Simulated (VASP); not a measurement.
Input of a VASP 6.6.1 run:

Contents of POSCAR:

```
CuI
1.0
    0.0000000000      2.8561104037      2.8561104037
    2.8561104037      0.0000000000      2.8561104037
    2.8561104037      2.8561104037      0.0000000000
Cu I
1 1
Direct
    0.0000000000      0.0000000000      0.0000000000
    0.5000000000      0.5000000000      0.5000000000
```

The input INCAR.step1:

```
PREC     = Accurate       # precision mode
ENCUT    = 520            # plane-wave cutoff, eV
EDIFF    = 1E-5           # SCF threshold, eV
ISMEAR   = -1             # smearing method
SIGMA    = 0.02           # smearing width, eV
LREAL    = False          # projectors in reciprocal space
LASPH    = True           # aspherical terms in the spheres
NELM     = 100            # most SCF steps
ALGO     = Normal         # electronic algorithm
ISIF     = 2              # what is computed and relaxed
LWAVE    = True           # write WAVECAR
LCHARG   = False          # write CHGCAR
GGA      = PE             # functional
NBANDS   = 16             # bands
```

The input INCAR.step2:

```
PREC     = Accurate       # precision mode
ENCUT    = 520            # plane-wave cutoff, eV
EDIFF    = 1E-6           # SCF threshold, eV
ISMEAR   = -1             # smearing method
SIGMA    = 0.02           # smearing width, eV
LREAL    = False          # projectors in reciprocal space
LASPH    = True           # aspherical terms in the spheres
NELM     = 100            # most SCF steps
ALGO     = Normal         # electronic algorithm
ISIF     = 2              # what is computed and relaxed
LWAVE    = False          # write WAVECAR
LCHARG   = False          # write CHGCAR
GGA      = PE             # functional
LHFCALC  = True           # exact exchange
HFSCREEN = 0.2079         # screening, 1/A
PRECFOCK = Normal       
ISTART   = 1            
NBANDS   = 16             # bands
```

File KPOINTS:

```
regular mesh
0
Gamma
  6 6 6
```

Potentials or basis: VASP PAW PBE potentials, release 64 (Cu, I).

Launch:

```sh
$ cat potpaw_PBE.64/Cu/POTCAR potpaw_PBE.64/I/POTCAR > POTCAR
$ cp INCAR.step1 INCAR
$ mpirun -np 1 vasp_std > vasp.out
$ cp INCAR.step2 INCAR
$ mpirun -np 1 vasp_std > vasp.out
```

Task: Estimate the band gap on the k mesh.

Result: 0.90 eV (least direct gap 3.06 eV).

Task: Estimate the pressure.

Result: 1.0 GPa.

Caveat: the structure was generated, so it needn't be the stable form of CuI; the PAW data sets were made with another functional, which shifts forces and pressure a little; spin-orbit coupling is left out, which moves the levels of the heavy elements. A k mesh can miss the band edges.
